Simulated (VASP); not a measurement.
# Mg8H in VASP: a series of runs, part 2 of 2

VASP 6.6.1. The steps go on from the part before.

## (3) Single point, PBE

INCAR

```
  ALGO = Normal
  DIPOL = 0.5 0.5 0.318
  EDIFF = 1E-6
  ENCUT = 520
  GGA = PE
  IDIPOL = 3
  ISIF = 2
  ISMEAR = 0
  LASPH = True
  LCHARG = False
  LDIPOL = True
  LREAL = False
  LWAVE = False
  NBANDS = 18
  NELM = 80
  PREC = Accurate
  SIGMA = 0.1
```

KPOINTS

```
k-points
0
Gamma
  4 5 1
```

POSCAR

```
Mg8H
1.0
    6.4201385733      0.0000000000      0.0000000000
    0.0000000000      5.1379129567      0.0000000000
    0.0000000000      0.0000000000     19.1644777330
Mg H
8 1
Direct
    0.0000000000      0.7500000000      0.2087194890
    0.5000000000      0.7500000000      0.2087194890
    0.2500000000      0.2500000000      0.2570728643
    0.7500000000      0.2500000000      0.2570728643
    0.2500000000      0.7500000000      0.3587181927
    0.7500000000      0.7500000000      0.3587181927
    0.0000000000      0.2500000000      0.3999314690
    0.5000000000      0.2500000000      0.3999314690
    0.0000000000      0.6250000000      0.4122944484
```

Potentials or basis: VASP PAW PBE potentials, release 64 (Mg, H).

Run with:

```sh
> cat potpaw_PBE.64/Mg/POTCAR potpaw_PBE.64/H/POTCAR > POTCAR
> mpirun -np 1 vasp_std > vasp.out
```

OUTCAR:

```text
EDIFF = 1E-6
   ENCUT = 520
   GGA = PE
   ISIF = 2
   ISMEAR = 0
   LASPH = True
   LREAL = False
   NELM = 80
   PREC = Accurate

 ion  position               nearest neighbor table
   1  0.000  0.750  0.209-   3 3.17   4 3.17   3 3.17   4 3.17   2 3.21   2 3.21   6 3.29   5 3.29

   2  0.500  0.750  0.209-   3 3.17   4 3.17   3 3.17   4 3.17   1 3.21   1 3.21   6 3.29   5 3.29

   3  0.250  0.250  0.257-   1 3.17   2 3.17   1 3.17   2 3.17   7 3.17   8 3.17   4 3.21   4 3.21
                             5 3.22   5 3.22
   4  0.750  0.250  0.257-   1 3.17   2 3.17   1 3.17   2 3.17   7 3.17   8 3.17   3 3.21   3 3.21
                             6 3.22   6 3.22
   5  0.250  0.750  0.359-   9 2.01   8 3.13   7 3.13   7 3.13   8 3.13   6 3.21   6 3.21   3 3.22
                             3 3.22   2 3.29   1 3.29
   6  0.750  0.750  0.359-   9 2.01   8 3.13   7 3.13   7 3.13   8 3.13   5 3.21   5 3.21   4 3.22
                             4 3.22   2 3.29   1 3.29
   7  0.000  0.250  0.400-   9 1.94   6 3.13   5 3.13   5 3.13   6 3.13   4 3.17   3 3.17   8 3.21
                             8 3.21
   8  0.500  0.250  0.400-   5 3.13   6 3.13   5 3.13   6 3.13   3 3.17   4 3.17   7 3.21   7 3.21

   9  0.000  0.625  0.412-   7 1.94   6 2.01   5 2.01

  LATTYP: Found a simple orthorhombic cell.
 ALAT       =     5.1379129567
 B/A-ratio  =     1.2495615686
 C/A-ratio  =     3.7300121459

  Lattice vectors:

 A1 = (   0.0000000000,  -5.1379129567,   0.0000000000)
 A2 = (   6.4201385733,   0.0000000000,   0.0000000000)
 A3 = (   0.0000000000,   0.0000000000,  19.1644777330)

Analysis of symmetry for initial positions (statically):
=====================================================================
 Subroutine PRICEL returns:
 Original cell was already a primitive cell.

 Routine SETGRP: Setting up the symmetry group for a
 simple orthorhombic supercell.

 Subroutine GETGRP returns: Found  2 space group operations
 (whereof  2 operations were pure point group operations)
 out of a pool of  8 trial point group operations.

The static configuration has the point symmetry C_1h.

Analysis of symmetry for dynamics (positions and initial velocities):
=====================================================================
 Subroutine PRICEL returns:
 Original cell was already a primitive cell.

 Routine SETGRP: Setting up the symmetry group for a
 simple orthorhombic supercell.

 Subroutine GETGRP returns: Found  2 space group operations
 (whereof  2 operations were pure point group operations)
 out of a pool of  8 trial point group operations.

The dynamic configuration has the point symmetry C_1h.

 Subroutine INISYM returns: Found  2 space group operations
 (whereof  2 operations are pure point group operations),
 and found     1 'primitive' translations

----------------------------------------------------------------------------------------

                                     Primitive cell

  volume of cell :     632.1616

  direct lattice vectors                    reciprocal lattice vectors
     6.420138573  0.000000000  0.000000000     0.155759878  0.000000000  0.000000000
     0.000000000  5.137912957  0.000000000     0.000000000  0.194631557  0.000000000
[... 66 lines left out ...]
   number of dos      NEDOS =    301   number of ions     NIONS =      9
   total plane-waves  NPLWV = 276480
   dimension x,y,z NGX =    48 NGY =   40 NGZ =  144
   dimension x,y,z NGXF=    96 NGYF=   80 NGZF=  288
   ions per type =               8   1
   NGX,Y,Z   is equivalent  to a cutoff of  12.43, 12.94, 12.49 a.u.
   NGXF,Y,Z  is equivalent  to a cutoff of  24.86, 25.89, 24.98 a.u.
 SYSTEM =  unknown system
   PREC   = accura    normal or accurate (medium, high low for compatibility)
   ISTART =      0    job   : 0-new  1-cont  2-samecut
   ICHARG =      2    charge: 1-file 2-atom 10-const
   ISPIN  =      1    spin polarized calculation?
   LNONCOLLINEAR =      F non collinear calculations
   LSORBIT =      F    spin-orbit coupling
   LASPH  =      T    aspherical Exc in radial PAW
   ENCUT  =  520.0 eV  38.22 Ry    6.18 a.u.  11.94  9.55 35.63*2*pi/ulx,y,z
   NELM   =     80;   NELMIN=  2; NELMDL= -5     # of ELM steps
   EDIFF  = 0.1E-05   stopping-criterion for ELM
   LREAL  =      F    real-space projection
   EDIFFG = 0.1E-04   stopping-criterion for IOM
   NSW    =      0    number of steps for IOM
[... 5 lines left out ...]
   TEBEG  =    0.0;   TEEND  =   0.0 temperature during run
   PSTRESS=    0.0 pullay stress
   NELECT =      17.0000    total number of electrons
   NUPDOWN=      -1.0000    fix difference up-down
   EMIN   =  10.00;   EMAX   =-10.00  energy-range for DOS
   EFERMI =   0.00;   METHOD = LEGACY
   ISMEAR =     0;   SIGMA  =   0.10  broadening in eV -4-tet -1-fermi 0-gaus
   EFERMI_NEDOS =   21; number of points for ismear=-14 and -15
   IALGO  =     38    algorithm
   IMIX   =      4    mixing-type and parameters
     AMIX     =   0.40;   BMIX     =  1.00
     AMIX_MAG =   1.60;   BMIX_MAG =  1.00
  volume/ion in A,a.u.               =      70.24       474.00
  Fermi-wavevector in a.u.,A,eV,Ry     =   0.490473  0.926860  3.273069  0.240564
  Thomas-Fermi vector in A             =   1.493349
   LORBIT       =      0    0 simple, 1 ext, 2 COOP (PROOUT), +10 PAW based schemes
   GGA     = PE    functional components
   LHFCALC =     F    Hartree Fock is set to
   AEXX    =    0.0000 exact exchange contribution
   IVDW    =     0    specifies the selected vdW correction
   LEPSILON=     F    determine dielectric tensor
   LRPA    =     F    only Hartree local field effects (RPA)
 non-spin polarized calculation
 Gauss-broadening in eV      SIGMA  =   0.10
  energy-cutoff  :      520.00
  volume of cell :      632.16
 maximum number of plane-waves:     17060
 NGX is ok and might be reduce to    48
   NGX = 23   NGY = 19   NGZ = 71

 dipolmoment           0.000000      0.000000      0.011990 electrons x Angstroem

 number of electron      17.0000000 magnetization

 dipolmoment           0.000000      0.000000     -0.016465 electrons x Angstroem

 Free energy of the ion-electron system (eV)
  ---------------------------------------------------
  ext. energy  EPLUGINS =         0.00000000
  ---------------------------------------------------
  free energy    TOTEN  =       -12.86325641 eV

  energy without entropy =      -12.83675461  energy(sigma->0) =      -12.85000551

 E-fermi :  -1.8087     XC(G=0):  -3.4340

 val. band max:       -1.8177592998   @ k =   0.2500   0.4000   0.0000
 cond. band min:      -1.7678651130   @ k =   0.5000   0.2000   0.0000
 fundamental gap:      0.0498941868
 Fermi energy:        -1.8086829845

 k-point     1 :       0.0000    0.0000    0.0000
  band No.  band energies     occupation
      1      -8.3206      2.00000
      2      -6.6106      2.00000
      3      -4.8867      2.00000
      4      -4.3092      2.00000
      5      -3.5611      2.00000
      6      -2.7634      2.00000
[... 166 lines left out ...]
      5      -4.6328      2.00000
      6      -3.8608      2.00000
[... 10 lines left out ...]
     17       1.6367      0.00000
     18       2.2648      0.00000

------------------------ aborting loop because EDIFF is reached ----------------------------------------

 vacuum level on the upper side and lower side of the slab       (xc-potential included)        -0.186        -0.113

  FORCE on cell =-STRESS in cart. coord.  units (eV):
  Direction    XX          YY          ZZ          XY          YZ          ZX
  --------------------------------------------------------------------------------------
  -------------------------------------------------------------------------------------
  Total       -3.0171474     -1.5597679     -0.7154029      0.0000000      0.3180576      0.0000000
  in kB       -7.6467866     -3.9531420     -1.8131476      0.0000000      0.8060986      0.0000000
  external PRESSURE =      -4.4710254 kB  Pullay stress =       0.0000000 kB

 VOLUME and BASIS-vectors are now :
 -----------------------------------------------------------------------------
  energy-cutoff  :      520.00
  volume of cell :      632.16
      direct lattice vectors                 reciprocal lattice vectors
     6.420138573  0.000000000  0.000000000     0.155759878  0.000000000  0.000000000
     0.000000000  5.137912957  0.000000000     0.000000000  0.194631557  0.000000000
     0.000000000  0.000000000 19.164477733     0.000000000  0.000000000  0.052179872

 POSITION                                       TOTAL-FORCE (eV/Angst)
 -----------------------------------------------------------------------------------
      0.00000      3.85343      4.00000         0.000000      0.014543      0.214326
      3.21007      3.85343      4.00000         0.000000     -0.007585      0.171921
      1.60503      1.28448      4.92667        -0.130885     -0.052618     -0.130953
      4.81510      1.28448      4.92667         0.130885     -0.052618     -0.130953
      1.60503      3.85343      6.87465         0.064244     -0.012190      0.002009
      4.81510      3.85343      6.87465        -0.064244     -0.012190      0.002009
      0.00000      1.28448      7.66448         0.000000      0.078696     -0.079642
      3.21007      1.28448      7.66448         0.000000     -0.108128     -0.046266
      0.00000      3.21120      7.90141         0.000000      0.152089     -0.002451
 -----------------------------------------------------------------------------------
    total drift:                               -0.000000     -0.000116     -0.000235

  FREE ENERGIE OF THE ION-ELECTRON SYSTEM (eV)
  ---------------------------------------------------
  free  energy   TOTEN  =       -12.8632564110 eV

  energy  without entropy=      -12.8367546074  energy(sigma->0) =      -12.85000551

 vacuum level on the upper side and lower side of the slab         1.783         1.846
```

Wall time 5.6 min (1 thread of Intel Xeon 8259CL, shared host); peak memory 0.59 GiB.

What came out:

| Quantity | Value |
| --- | --- |
| Free energy | -12.8633 eV |
| Largest force | 0.215 eV/Å |
| Band gap on the k mesh | zero (an odd number of electrons rules out a gap without spin polarisation) |

Forces on the atoms (eV/Å):
```
Mg   0.000  0.015  0.214
Mg   0.000 -0.008  0.172
Mg  -0.131 -0.053 -0.131
Mg   0.131 -0.053 -0.131
Mg   0.064 -0.012  0.002
Mg  -0.064 -0.012  0.002
Mg   0.000  0.079 -0.080
Mg   0.000 -0.108 -0.046
H    0.000  0.152 -0.002
```

Levels at points of the mesh, in eV from the Fermi level:
```
           k point  band 5  band 6  band 7  band 8  band 9  band 10  band 11  band 12  band 13  band 14
(0.00, 0.00, 0.00)   -1.75   -0.95   -0.66   -0.56   -0.11     0.82     1.46     1.60     2.32     2.40
(0.50, 0.00, 0.00)   -1.44   -0.17   -0.10    0.08    0.29     0.77     1.23     1.67     1.82     2.01
```

## (4) Relaxation of the atoms, PBE

INCAR

```
SYSTEM = Mg8H
PREC = Accurate
ENCUT = 520
EDIFF = 1E-6
ISMEAR = 0
SIGMA = 0.1
LREAL = .False.
LASPH = .True.
NELM = 100
ALGO = Normal
ISIF = 2
LWAVE = .False.
LCHARG = .False.
LDIPOL = .True.
IDIPOL = 3
DIPOL = 0.5 0.5 0.323
GGA = PE
IBRION = 2
NSW = 36
EDIFFG = -0.025
```

KPOINTS

```
regular mesh
0
Gamma
  4 5 1
  0 0 0
```

POSCAR

```
Mg8H
1.0
    6.4201385733      0.0000000000      0.0000000000
    0.0000000000      5.1379129567      0.0000000000
    0.0000000000      0.0000000000     19.1644777330
Mg H
8 1
Selective dynamics
Direct
    0.0000000000      0.7500000000      0.2087194890  F F F
    0.5000000000      0.7500000000      0.2087194890  F F F
    0.2500000000      0.2500000000      0.2570728643  F F F
    0.7500000000      0.2500000000      0.2570728643  F F F
    0.2500000000      0.7500000000      0.3587181927  F F F
    0.7500000000      0.7500000000      0.3587181927  F F F
    0.0000000000      0.2500000000      0.3999314690  F F F
    0.5000000000      0.2500000000      0.3999314690  F F F
    0.1250000000      0.7500000000      0.4623142189  F F T
```

Run with:

```sh
> cat potpaw_PBE.64/Mg/POTCAR potpaw_PBE.64/H/POTCAR > POTCAR
> mpirun -np 1 vasp_std > vasp.out
```

Run time: 20 min. Hardware: 1 thread of Intel Xeon 8259CL, shared host; peak memory 0.63 GiB.

Results (log left out):

| Quantity | Value |
| --- | --- |
| Free energy | -12.3529 eV |
| Energy gained by relaxing | 21.4 meV/atom |
| Ionic steps | 6 |
| Band gap on the k mesh | zero (an odd number of electrons rules out a gap without spin polarisation) |

Step by step:
| step | energy change (eV) | largest force on free atoms (eV/Å) | pressure (GPa) |
| --- | --- | --- | --- |
| 1 | 0.0000 | 0.9377 | -0.67 |
| 2 | -0.0409 | 0.8691 | -0.66 |
| 3 | -0.1407 | 0.5799 | -0.60 |
| 4 | -0.1654 | 0.5497 | -0.40 |
| 5 | -0.1914 | 0.1134 | -0.51 |
| 6 | -0.1929 | 0.0167 | -0.50 |

Final structure:
```
Mg H
1.0
     6.42014    0.00000    0.00000
     0.00000    5.13791    0.00000
     0.00000    0.00000   19.16448
Mg H
8 1
Direct
  0.00000 0.75000 0.20872
  0.50000 0.75000 0.20872
  0.25000 0.25000 0.25707
  0.75000 0.25000 0.25707
  0.25000 0.75000 0.35872
  0.75000 0.75000 0.35872
  0.00000 0.25000 0.39993
  0.50000 0.25000 0.39993
  0.12500 0.75000 0.44442
```

Levels at points of the mesh, in eV from the Fermi level:
```tsv
k point	band 7	band 8	band 9	band 10	band 11	band 12
(0.00, 0.00, 0.00)	-0.73	-0.37	-0.08	0.89	1.19	1.59
(0.50, 0.00, 0.00)	0.08	0.13	0.43	0.78	1.36	1.72
```

## (5) Summary

```tsv
task	cell	atoms held fixed (from 0)	atoms held along some axes (from 0)	gap on the mesh (eV)	largest force (eV/Å)
single point	as given, atomic positions A	-	-	none	0.27
single point	as given, atomic positions B	-	-	none	0.21
relaxation of the atoms	atoms relaxed, atomic positions C	[0, 1, 2, 3, 4, 5, 6, 7]	atom 8 along a and b	none	-
```

Alike in all rows: level PBE; potentials or basis VASP PAW PBE potentials, release 64 (Mg, H); no spin polarisation; k mesh 4 × 5 × 1; cutoff (eV) 520; smearing gaussian 0.1 eV.

Total energies depend on the potentials used, so only differences within one code and one set of settings carry meaning.

The gap in the log of VASP goes by the Fermi energy; the results here count the filled bands.